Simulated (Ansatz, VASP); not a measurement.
## One calculation of PbSe, two programs

```xyz
2
Lattice="0.0000 3.0621 3.0621 3.0621 0.0000 3.0621 3.0621 3.0621 0.0000" Properties=species:S:1:pos:R:3 pbc="T T T"
Pb    0.0000    0.0000    0.0000
Se    3.0621    3.0621    3.0621
```

Alike in both runs: task relaxation of cell and atoms; functional r2SCAN; k mesh 10 × 10 × 10; occupations gaussian, width 0.02 eV; no spin polarisation.

|  | VASP | Ansatz |
| --- | --- | --- |
| version | VASP 6.6.1 | Ansatz 0.2.0 |
| potentials or method | VASP PAW PBE potentials, release 64 (Pb_d, Se), cutoff 600 eV | scalar-relativistic, plane waves, PAW |
| valence electrons in the cell | 20 | 30 |

|  | VASP | Ansatz | Ansatz less VASP |
| --- | --- | --- | --- |
| gap on the k mesh at the Fermi level, each at its own relaxed structure (eV) | 0.67 | 0.67 | -0.006 |
| relaxed volume (Å³/atom) | 29.49 | 29.49 | +0.004 |
| relaxed cell length with the largest relative difference (Å) | 4.369 | 4.369 | +0.0002 |

VASP's potentials were made for PBE, not for r2SCAN. VASP's potentials hold 20 valence electrons a cell and Ansatz's 30, so a difference there can come from the potentials and not from the codes.

Spin-orbit coupling is off throughout.
